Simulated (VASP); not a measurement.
# C2N (Fm-3m) in VASP: single point with PBE

Aim: the single point of C2N with PBE.

Everything below comes from runs of VASP 6.6.1. Logs are shortened: lines on timing, memory, paths and dates and some standing lists are left out, and cuts for length are marked.

### 1 The cell of the first run

The structure is cubic, space group Fm-3m (No. 225). Conventional cell: a = 5.185 Å, b = 5.185 Å, c = 5.185 Å, α = 90.00°, β = 90.00°, γ = 90.00°. C (site symmetry -43m) has 4 N at 2.25 Å and 6 C at 2.59 Å within 3.0 Å. Within 3.0 Å of N (site symmetry m-3m) lie 8 C at 2.25 Å.

### 2 Single point, PBE

INCAR reads:

```
SYSTEM = C2N
  PREC = Accurate
  ENCUT = 520
  EDIFF = 1E-6
  ISMEAR = 0
  SIGMA = 0.1
  LREAL = .False.
  LASPH = .True.
  NELM = 60
  ALGO = Normal
  ISIF = 2
  LWAVE = .False.
  LCHARG = .False.
  GGA = PE
  NBANDS = 14
```

KPOINTS reads:

```
Automatic mesh
0
Gamma
  6 6 6
  0 0 0
```

POSCAR reads:

```
C2N
1.0
    0.0000000000      2.5926171400      2.5926171400
    2.5926171400      0.0000000000      2.5926171400
    2.5926171400      2.5926171400      0.0000000000
C N
2 1
Direct
    0.2500000000      0.2500000000      0.2500000000
    0.7500000000      0.7500000000      0.7500000000
    0.0000000000      0.0000000000      0.0000000000
```

Potentials or basis: VASP PAW PBE potentials, release 64 (C, N).

Command:

```bash
cat potpaw_PBE.64/C/POTCAR potpaw_PBE.64/N/POTCAR > POTCAR
mpirun -np 1 vasp_std > vasp.out
```

OUTCAR:

```text
SYSTEM = C2N
   PREC = Accurate
   ENCUT = 520
   EDIFF = 1E-6
   ISMEAR = 0
   LREAL = .False.
   LASPH = .True.
   NELM = 60
   ISIF = 2
   GGA = PE

 ion  position               nearest neighbor table
   1  0.250  0.250  0.250-
   2  0.750  0.750  0.750-
   3  0.000  0.000  0.000-

  LATTYP: Found a face centered cubic cell.
 ALAT       =     5.1852342800

  Lattice vectors:

 A1 = (   0.0000000000,   2.5926171400,   2.5926171400)
 A2 = (   2.5926171400,   0.0000000000,   2.5926171400)
 A3 = (   2.5926171400,   2.5926171400,   0.0000000000)

Analysis of symmetry for initial positions (statically):
=====================================================================
 Subroutine PRICEL returns:
 Original cell was already a primitive cell.

 Routine SETGRP: Setting up the symmetry group for a
 face centered cubic supercell.

 Subroutine GETGRP returns: Found 48 space group operations
 (whereof 48 operations were pure point group operations)
 out of a pool of 48 trial point group operations.

The static configuration has the point symmetry O_h .

Analysis of symmetry for dynamics (positions and initial velocities):
=====================================================================
 Subroutine PRICEL returns:
 Original cell was already a primitive cell.

 Routine SETGRP: Setting up the symmetry group for a
 face centered cubic supercell.

 Subroutine GETGRP returns: Found 48 space group operations
 (whereof 48 operations were pure point group operations)
 out of a pool of 48 trial point group operations.

The dynamic configuration has the point symmetry O_h .

 Subroutine INISYM returns: Found 48 space group operations
 (whereof 48 operations are pure point group operations),
 and found     1 'primitive' translations

----------------------------------------------------------------------------------------

                                     Primitive cell

  volume of cell :      34.8534

  direct lattice vectors                    reciprocal lattice vectors
     0.000000000  2.592617140  2.592617140    -0.192855317  0.192855317  0.192855317
     2.592617140  0.000000000  2.592617140     0.192855317 -0.192855317  0.192855317
     2.592617140  2.592617140  0.000000000     0.192855317  0.192855317 -0.192855317

  length of vectors
     3.666514321  3.666514321  3.666514321     0.334035207  0.334035207  0.334035207

  position of ions in fractional coordinates (direct lattice)
     0.250000000  0.250000000  0.250000000
     0.750000000  0.750000000  0.750000000
     0.000000000  0.000000000  0.000000000

  ion indices of the primitive-cell ions
   primitive index   ion index
                 1           1
                 2           2
                 3           3

----------------------------------------------------------------------------------------

 KPOINTS: Automatic mesh

Automatic generation of k-mesh.
 Grid dimensions read from file:
 generate k-points for:    6    6    6

 Generating k-lattice:

  Cartesian coordinates                     Fractional coordinates (reciprocal lattice)
    -0.032142553  0.032142553  0.032142553     0.166666667  0.000000000  0.000000000
     0.032142553 -0.032142553  0.032142553     0.000000000  0.166666667  0.000000000
     0.032142553  0.032142553 -0.032142553     0.000000000  0.000000000  0.166666667

  Length of vectors
     0.055672535  0.055672535  0.055672535

  Shift w.r.t. Gamma in fractional coordinates (k-lattice)
     0.000000000  0.000000000  0.000000000

 Subroutine IBZKPT returns following result:
 ===========================================

 Found     16 irreducible k-points:

 Following reciprocal coordinates:
            Coordinates               Weight
  0.000000  0.000000  0.000000      1.000000
  0.166667  0.000000  0.000000      8.000000
  0.333333  0.000000  0.000000      8.000000
  0.500000  0.000000  0.000000      4.000000
  0.166667  0.166667  0.000000      6.000000
  0.333333  0.166667  0.000000     24.000000
[... 8 lines left out ...]
 -0.333333  0.333333  0.166667     24.000000
 -0.333333  0.500000  0.166667     12.000000
   k-points           NKPTS =     16   k-points in BZ     NKDIM =     16   number of bands    NBANDS=     14
   number of dos      NEDOS =    301   number of ions     NIONS =      3
   total plane-waves  NPLWV =  21952
   dimension x,y,z NGX =    28 NGY =   28 NGZ =   28
   dimension x,y,z NGXF=    56 NGYF=   56 NGZF=   56
   ions per type =               2   1
   NGX,Y,Z   is equivalent  to a cutoff of  12.70, 12.70, 12.70 a.u.
   NGXF,Y,Z  is equivalent  to a cutoff of  25.39, 25.39, 25.39 a.u.
 SYSTEM =  C2N
   PREC   = accura    normal or accurate (medium, high low for compatibility)
   ISTART =      0    job   : 0-new  1-cont  2-samecut
   ICHARG =      2    charge: 1-file 2-atom 10-const
   ISPIN  =      1    spin polarized calculation?
   LNONCOLLINEAR =      F non collinear calculations
   LSORBIT =      F    spin-orbit coupling
   LASPH  =      T    aspherical Exc in radial PAW
   ENCUT  =  520.0 eV  38.22 Ry    6.18 a.u.   6.82  6.82  6.82*2*pi/ulx,y,z
   NELM   =     60;   NELMIN=  2; NELMDL= -5     # of ELM steps
   EDIFF  = 0.1E-05   stopping-criterion for ELM
   LREAL  =      F    real-space projection
   EDIFFG = 0.1E-04   stopping-criterion for IOM
   NSW    =      0    number of steps for IOM
   IBRION =     -1    ionic relax: 0-MD 1-quasi-New 2-CG
   NFREE  =      0    steps in history (QN), initial steepest desc. (CG)
   ISIF   =      2    stress and relaxation
   ISYM   =      2    0-nonsym 1-usesym 2-fastsym
   POTIM  = 0.5000    time-step for ionic-motion
   TEBEG  =    0.0;   TEEND  =   0.0 temperature during run
   PSTRESS=    0.0 pullay stress
   NELECT =      13.0000    total number of electrons
   NUPDOWN=      -1.0000    fix difference up-down
   EMIN   =  10.00;   EMAX   =-10.00  energy-range for DOS
   EFERMI =   0.00;   METHOD = LEGACY
   ISMEAR =     0;   SIGMA  =   0.10  broadening in eV -4-tet -1-fermi 0-gaus
   EFERMI_NEDOS =   21; number of points for ismear=-14 and -15
   IALGO  =     38    algorithm
   IMIX   =      4    mixing-type and parameters
     AMIX     =   0.40;   BMIX     =  1.00
     AMIX_MAG =   1.60;   BMIX_MAG =  1.00
  volume/ion in A,a.u.               =      11.62        78.40
  Fermi-wavevector in a.u.,A,eV,Ry     =   1.178440  2.226929 18.894702  1.388721
  Thomas-Fermi vector in A             =   2.314769
   LORBIT       =      0    0 simple, 1 ext, 2 COOP (PROOUT), +10 PAW based schemes
   GGA     = PE    functional components
   LHFCALC =     F    Hartree Fock is set to
   AEXX    =    0.0000 exact exchange contribution
   IVDW    =     0    specifies the selected vdW correction
   LEPSILON=     F    determine dielectric tensor
   LRPA    =     F    only Hartree local field effects (RPA)
 non-spin polarized calculation
 Gauss-broadening in eV      SIGMA  =   0.10
  energy-cutoff  :      520.00
  volume of cell :       34.85
 maximum number of plane-waves:       960
   NGX = 13   NGY = 13   NGZ = 13

 number of electron      13.0000000 magnetization

 Free energy of the ion-electron system (eV)
  ---------------------------------------------------
  ext. energy  EPLUGINS =         0.00000000
  ---------------------------------------------------
  free energy    TOTEN  =       -13.04094018 eV

  energy without entropy =      -13.02931125  energy(sigma->0) =      -13.03512571

 E-fermi :   2.5085     XC(G=0): -10.2050

 val. band max:        2.5046454616   @ k =   0.1667   0.1667   0.0000
 cond. band min:       2.6447829673   @ k =   0.5000   0.3333   0.1667
 fundamental gap:      0.1401375057
 Fermi energy:         2.5084573918

 k-point     1 :       0.0000    0.0000    0.0000
  band No.  band energies     occupation
      1     -13.5931      2.00000
      2      -4.9219      2.00000
      3      -3.2553      2.00000
      4       0.0295      2.00000
      5       0.0295      2.00000
      6       0.0295      2.00000
      7       1.1953      2.00000
      8       1.1953      2.00000
      9       1.1953      2.00000
     10       5.6689      0.00000
     11       5.6689      0.00000
     12       5.6689      0.00000
     13      15.0349      0.00000
     14      16.7267      0.00000

 k-point     2 :       0.1667    0.0000    0.0000
  band No.  band energies     occupation
      1     -13.3147      2.00000
      2      -5.5343      2.00000
      3      -3.9670      2.00000
      4      -0.4424      2.00000
      5      -0.4424      2.00000
      6      -0.1364      2.00000
      7       1.7268      2.00000
      8       1.7268      2.00000
      9       2.7996      0.00004
     10       5.4492      0.00000
     11       5.5237      0.00000
     12       5.5237      0.00000
     13      14.9459      0.00000
     14      17.2698      0.00000

 k-point     3 :       0.3333    0.0000    0.0000
  band No.  band energies     occupation
      1     -12.5997      2.00000
      2      -7.0491      2.00000
      3      -4.8773      2.00000
      4      -0.9486      2.00000
      5      -0.9486      2.00000
      6       0.8290      2.00000
      7       2.1929      1.99999
      8       2.1929      1.99999
      9       4.0525      0.00000
     10       5.2828      0.00000
     11       5.5049      0.00000
     12       5.5049      0.00000
     13      14.5463      0.00000
     14      18.0284      0.00000

 k-point     4 :       0.5000    0.0000    0.0000
  band No.  band energies     occupation
      1     -12.0836      2.00000
      2      -7.9826      2.00000
      3      -5.1475      2.00000
      4      -1.1263      2.00000
      5      -1.1263      2.00000
      6       1.4399      2.00000
      7       2.2629      1.99949
      8       2.2629      1.99949
      9       4.3427      0.00000
     10       5.1633      0.00000
     11       5.6329      0.00000
     12       5.6329      0.00000
     13      14.5169      0.00000
     14      18.3283      0.00000

 k-point     5 :       0.1667    0.1667    0.0000
  band No.  band energies     occupation
      1     -13.2205      2.00000
      2      -5.6821      2.00000
      3      -3.9905      2.00000
      4      -1.1351      2.00000
      5      -1.1351      2.00000
      6       0.5186      2.00000
      7       2.4301      1.73196
      8       2.4301      1.73196
      9       2.5046      1.04299
     10       4.4401      0.00000
     11       5.9480      0.00000
[... 140 lines left out ...]
 k-point    14 :       0.5000    0.3333    0.1667
  band No.  band energies     occupation
      1     -12.0351      2.00000
      2      -7.2082      2.00000
      3      -6.1329      2.00000
      4      -2.2754      2.00000
      5      -0.5410      2.00000
      6       0.4930      2.00000
      7       2.6448      0.05386
      8       3.7826      0.00000
      9       4.5141      0.00000
     10       4.9556      0.00000
     11       5.3757      0.00000
     12       6.2963      0.00000
     13      13.7940      0.00000
     14      18.8863      0.00000

 k-point    15 :      -0.3333    0.3333    0.1667
  band No.  band energies     occupation
      1     -11.6328      2.00000
      2      -7.4810      2.00000
      3      -6.7780      2.00000
      4      -2.6085      2.00000
      5       0.0012      2.00000
      6       0.5382      2.00000
      7       2.4786      1.32691
      8       4.2475      0.00000
      9       4.3151      0.00000
     10       5.2950      0.00000
     11       5.5420      0.00000
     12       6.1003      0.00000
     13      13.7280      0.00000
     14      19.3252      0.00000

 k-point    16 :      -0.3333    0.5000    0.1667
  band No.  band energies     occupation
      1     -11.4449      2.00000
      2      -7.8017      2.00000
      3      -6.5446      2.00000
      4      -3.0350      2.00000
      5      -0.8131      2.00000
      6       1.3428      2.00000
      7       1.9410      2.00000
      8       4.6331      0.00000
      9       5.3878      0.00000
     10       5.4024      0.00000
     11       5.4883      0.00000
     12       5.8580      0.00000
     13      13.5069      0.00000
     14      20.1950      0.00000

------------------------ aborting loop because EDIFF is reached ----------------------------------------

  FORCE on cell =-STRESS in cart. coord.  units (eV):
  Direction    XX          YY          ZZ          XY          YZ          ZX
  --------------------------------------------------------------------------------------
  -------------------------------------------------------------------------------------
  Total       -5.2406885     -5.2406885     -5.2406885      0.0000000      0.0000000     -0.0000000
  in kB     -240.9094113   -240.9094113   -240.9094113      0.0000000      0.0000000     -0.0000000
  external PRESSURE =    -240.9094113 kB  Pullay stress =       0.0000000 kB

 VOLUME and BASIS-vectors are now :
 -----------------------------------------------------------------------------
  energy-cutoff  :      520.00
  volume of cell :       34.85
      direct lattice vectors                 reciprocal lattice vectors
     0.000000000  2.592617140  2.592617140    -0.192855317  0.192855317  0.192855317
     2.592617140  0.000000000  2.592617140     0.192855317 -0.192855317  0.192855317
     2.592617140  2.592617140  0.000000000     0.192855317  0.192855317 -0.192855317

 POSITION                                       TOTAL-FORCE (eV/Angst)
 -----------------------------------------------------------------------------------
      1.29631      1.29631      1.29631        -0.000000     -0.000000     -0.000000
      3.88893      3.88893      3.88893         0.000000      0.000000      0.000000
      0.00000      0.00000      0.00000         0.000000     -0.000000      0.000000
 -----------------------------------------------------------------------------------
    total drift:                               -0.000000     -0.000000      0.000000

  FREE ENERGIE OF THE ION-ELECTRON SYSTEM (eV)
  ---------------------------------------------------
  free  energy   TOTEN  =       -13.0409401802 eV

  energy  without entropy=      -13.0293112472  energy(sigma->0) =      -13.03512571
```

Run time: 5.5 s. Hardware: 1 thread of Intel Xeon 6975P-C (Granite Rapids), shared host; peak memory 0.14 GiB.

Results:

| Quantity | Value |
| --- | --- |
| Free energy | -13.0409 eV |
| Pressure | -24.1 GPa |
